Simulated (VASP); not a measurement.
The system is BaZrO3.

```xyz
5
Lattice="4.1913 0.0000 0.0000 0.0000 4.1913 0.0000 0.0000 0.0000 4.1913" Properties=species:S:1:pos:R:3 pbc="T T T"
Ba   -0.0288   -0.0070    0.0175
Zr    2.0897    2.0985    2.0820
O     2.1257    2.0828    0.0050
O     2.0365   -0.0069    2.1042
O    -0.0394    2.1529    2.1090
```

This cell differs from its parent crystal: atoms moved at random.

| Property | Result |
| --- | --- |
| Program | VASP 6.6.1 |
| Task | relaxation of the atoms |
| Functional | LAK |
| Potentials or basis | VASP PAW PBE potentials, release 64 (Ba_sv, Zr_sv, O) |
| Cutoff | 640 eV |
| k mesh | 5 × 5 × 5 |
| Occupations | gaussian, width 0.03 eV |
| Spin | no spin polarisation |

At the start: pressure 6.7 GPa; volume 14.73 Å³/atom.

Problem. Where does the relaxation end?

Solution. Over 14 steps the energy falls by 4.1 meV/atom; space group Pm (No. 6, to 0.1 Å) before, Pm-3m (No. 221, to 0.1 Å).

Step by step:
```tsv
step	energy change (eV)	largest force (eV/Å)	pressure (GPa)
1	0.0000	0.4049	6.69
2	-0.0129	0.1302	6.59
3	-0.0139	0.1232	6.60
4	-0.0161	0.0934	6.60
5	-0.0185	0.0838	6.61
6	-0.0201	0.0442	6.61
7	-0.0206	0.0064	6.61
8	-0.0206	0.0064	6.61
9	-0.0206	0.0041	6.61
10	-0.0206	0.0042	6.61
11	-0.0206	0.0022	6.61
12	-0.0206	0.0024	6.61
13	-0.0206	0.0029	6.61
14	-0.0206	0.0012	6.61
```

Final structure:
```cif
data_structure
_symmetry_space_group_name_H-M 'P 1'
_symmetry_Int_Tables_number 1
_cell_length_a 4.1913
_cell_length_b 4.1913
_cell_length_c 4.1913
_cell_angle_alpha 90.000
_cell_angle_beta 90.000
_cell_angle_gamma 90.000
_cell_volume 73.63
loop_
_atom_site_label
_atom_site_type_symbol
_atom_site_fract_x
_atom_site_fract_y
_atom_site_fract_z
_atom_site_occupancy
Ba1 Ba 0.99509 0.00160 0.00144 1
Zr1 Zr 0.49502 0.50164 0.50152 1
O1 O 0.49507 0.50157 0.00149 1
O2 O 0.49513 0.00160 0.50144 1
O3 O 0.99505 0.50151 0.50143 1
```

Caveat: the cell differs from its parent crystal (atoms moved at random); the PAW data sets were made with another functional, which shifts forces and pressure a little.
